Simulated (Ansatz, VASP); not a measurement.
**SnTe in VASP and in Ansatz**

```xyz
2
Lattice="0.0000 3.1565 3.1565 3.1565 0.0000 3.1565 3.1565 3.1565 0.0000" Properties=species:S:1:pos:R:3 pbc="T T T"
Sn    0.0000    0.0000    0.0000
Te    3.1565    3.1565    3.1565
```

Alike in both runs: task relaxation of cell and atoms; functional PBE; dispersion D3(BJ); k mesh 10 × 10 × 10; occupations gaussian, width 0.01 eV; no spin polarisation.

|  | VASP | Ansatz |
| --- | --- | --- |
| version | VASP 6.6.1 | Ansatz 0.2.0 |
| potentials or method | VASP PAW PBE potentials, release 64 (Sn_d, Te), cutoff 500 eV | scalar-relativistic, plane waves, PAW |
| valence electrons in the cell | 20 | 30 |

```tsv
	VASP	Ansatz	Ansatz less VASP
gap on the k mesh at the Fermi level, each at its own relaxed structure (eV)	0.09	0.09	0.000
relaxed volume (Å³/atom)	31.37	31.36	-0.009
relaxed cell length with the largest relative difference (Å)	4.460	4.460	-0.0004
```

VASP's potentials hold 20 valence electrons a cell and Ansatz's 30, so a difference there can come from the potentials and not from the codes. Ansatz's warnings: relaxed geometry near dispersion switch.

Spin-orbit coupling is off throughout.
